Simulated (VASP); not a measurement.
# In9P8 (a cell with a defect) in VASP: further runs, part 2 of 2

VASP 6.6.1. The steps go on from the part before.

**3. Single point, PBE**

Contents of INCAR:

```
SYSTEM = In9P8
  PREC = Accurate
  ENCUT = 520
  EDIFF = 1E-7
  ISMEAR = 0
  SIGMA = 0.02
  LREAL = Auto
  LASPH = .TRUE.
  NELM = 60
  ALGO = Fast
  ISIF = 2
  LWAVE = .FALSE.
  LCHARG = .FALSE.
  GGA = PE
  NBANDS = 92
```

Contents of KPOINTS:

```
regular mesh
0
G
  3 3 3
  0 0 0
```

Contents of POSCAR:

```
In9P8
1.0
    0.0000000000      5.9597880294     -5.9597880294
   -5.9597880294      0.0000000000     -5.9597880294
   -5.9597880294      5.9597880294      0.0000000000
In P
9 8
Direct
    0.5260620822     -0.0507765542      0.5260028519
   -0.0019444483      1.0044029201      0.5216427975
    0.4461342395      0.4522933512      0.4460594046
   -0.0554180784      0.5313996042      0.5259432021
    0.5217225822      0.0044004921     -0.0020197027
    0.0230309366      1.0285046162      0.0229515713
    0.5260403532      0.5313811472     -0.0554939200
   -0.0017170913      0.5279874862     -0.0017966243
    0.2997305426      0.3044696374      0.2996523519
    0.6544857771      0.1237169001      0.1185116814
    0.1469097551      0.1530821223      0.1468312288
    0.6295309467      0.6356007934      0.1056844634
    0.1187272092      0.6597429272      0.1186421390
    0.6293734746      0.1115886164      0.6292994787
    0.1185791334      0.1237261286      0.6544070831
    0.5935230385      0.5980448436      0.5934483714
    0.1057590466      0.6356037297      0.6294509941
```

Potentials or basis: VASP PAW PBE potentials, release 64 (In_d, P).

Command:

```bash
cat potpaw_PBE.64/In_d/POTCAR potpaw_PBE.64/P/POTCAR > POTCAR
mpirun -np 1 vasp_std > vasp.out
```

OUTCAR:

```text
SYSTEM = In9P8
   PREC = Accurate
   ENCUT = 520
   EDIFF = 1E-7
   ISMEAR = 0
   LREAL = Auto
   LASPH = .TRUE.
   NELM = 60
   ISIF = 2
   GGA = PE

 ion  position               nearest neighbor table
   1  0.526  0.949  0.526-  16 2.52  14 2.56  15 2.82  10 2.82   9 2.91   4 3.52   7 3.52   3 3.69

   2  0.998  0.004  0.522-  14 2.55  17 2.55  15 2.56  11 2.60   9 3.65   6 4.01   5 4.01   8 4.02

   3  0.446  0.452  0.446-  17 2.55  12 2.55  14 2.56  16 3.03   9 3.03   7 3.68   4 3.68   1 3.69

   4  0.945  0.531  0.526-  16 2.52  17 2.55  13 2.82  15 2.82   9 2.91   1 3.52   7 3.53   3 3.68
[... 1539 lines left out ...]
  Total        9.9839808     10.0064680      9.9854328      2.1698748      2.1643129     -2.2359780
  in kB       37.7826036     37.8677024     37.7880986      8.2115062      8.1904580     -8.4616619
  external PRESSURE =      37.8128015 kB  Pullay stress =       0.0000000 kB

 VOLUME and BASIS-vectors are now :
 -----------------------------------------------------------------------------
  energy-cutoff  :      520.00
  volume of cell :      423.37
      direct lattice vectors                 reciprocal lattice vectors
     0.000000000  5.959788029 -5.959788029     0.083895601  0.083895601 -0.083895601
    -5.959788029  0.000000000 -5.959788029    -0.083895601 -0.083895601 -0.083895601
    -5.959788029  5.959788029  0.000000000    -0.083895601  0.083895601  0.083895601

 POSITION                                       TOTAL-FORCE (eV/Angst)
 -----------------------------------------------------------------------------------
     -8.79204      6.27008     -8.79239        -0.005058     -0.012951     -0.004281
     -3.13512      9.05708     -5.97444         0.007072      0.004305     -0.021595
     -5.35399      5.31729     -5.35444        -0.005811     -0.003242     -0.003430
     -6.30154      8.76402     -8.79654         0.019178     -0.006517      0.009570
     -5.97398      9.05711     -3.13558        -0.023287      0.004556      0.006957
     -0.30667      0.27405     -0.30714         0.007854     -0.007967      0.009548
[... 9 lines left out ...]
     -7.10105      7.07410     -7.10149        -0.019106      0.018752     -0.019724
     -7.53946      4.38170     -4.41836         0.003981      0.000686      0.006060
 -----------------------------------------------------------------------------------
    total drift:                               -0.008080     -0.013397      0.000044

  FREE ENERGIE OF THE ION-ELECTRON SYSTEM (eV)
  ---------------------------------------------------
  free  energy   TOTEN  =       -65.7677843168 eV

  energy  without entropy=      -65.7637567850  energy(sigma->0) =      -65.76577055
```

OSZICAR:

```text
N       E                     dE             d eps       ncg     rms          rms(c)
DAV:   1     0.178776358761E+04    0.17878E+04   -0.67498E+04  2576   0.201E+03
DAV:   2     0.247453442854E+03   -0.15403E+04   -0.15115E+04  2576   0.557E+02
DAV:   3    -0.416681572655E+02   -0.28912E+03   -0.27631E+03  2828   0.238E+02
[... 16 lines left out ...]
RMM:  20    -0.657677853788E+02    0.12290E-05   -0.26724E-06  3319   0.549E-03    0.279E-02
RMM:  21    -0.657677835996E+02    0.17793E-05   -0.13175E-06  2815   0.370E-03    0.142E-02
RMM:  22    -0.657677842062E+02   -0.60666E-06   -0.52927E-07  2506   0.280E-03    0.133E-03
RMM:  23    -0.657677843380E+02   -0.13176E-06   -0.18126E-07  1894   0.166E-03    0.408E-03
RMM:  24    -0.657677843168E+02    0.21166E-07   -0.65462E-08  1741   0.144E-03
   1 F= -.65767784E+02 E0= -.65765771E+02  d E =-.402753E-02
```

stdout:

```text
POSCAR found type information on POSCAR InP
 POSCAR found :  2 types and      17 ions
 scaLAPACK will be used
 LDA part: xc-table for (Slater+PW92), standard interpolation
 POSCAR, INCAR and KPOINTS ok, starting setup
 FFT: planning ... GRIDC
 FFT: planning ... GRID_SOFT
 FFT: planning ... GRID
 WAVECAR not read
 entering main loop
```

It took 40 min on 1 thread of AMD EPYC 9755, shared host; peak memory 0.71 GiB.

Results:

```
Free energy            : -65.7678 eV
Pressure               : 3.8 GPa
Largest force          : 0.049 eV/Å
Band gap on the k mesh : zero (an odd number of electrons rules out a gap without spin polarisation)
```

Forces on the atoms (eV/Å):
```
In  -0.005 -0.013 -0.004
In   0.007  0.004 -0.022
In  -0.006 -0.003 -0.003
In   0.019 -0.007  0.010
In  -0.023  0.005  0.007
In   0.008 -0.008  0.010
In   0.010 -0.005  0.015
In  -0.003  0.026 -0.002
In   0.017 -0.042  0.018
P    0.000  0.013 -0.016
P    0.005  0.000  0.005
P    0.007  0.001  0.003
P   -0.013  0.001 -0.013
P    0.007 -0.004  0.007
P   -0.016  0.013  0.000
P   -0.019  0.019 -0.020
P    0.004  0.001  0.006
```

Caveat: spin-orbit coupling is left out, which moves the levels of the heavy elements; an odd number of electrons without spin polarisation forces a metal; a magnetic or distorted state may lie lower.
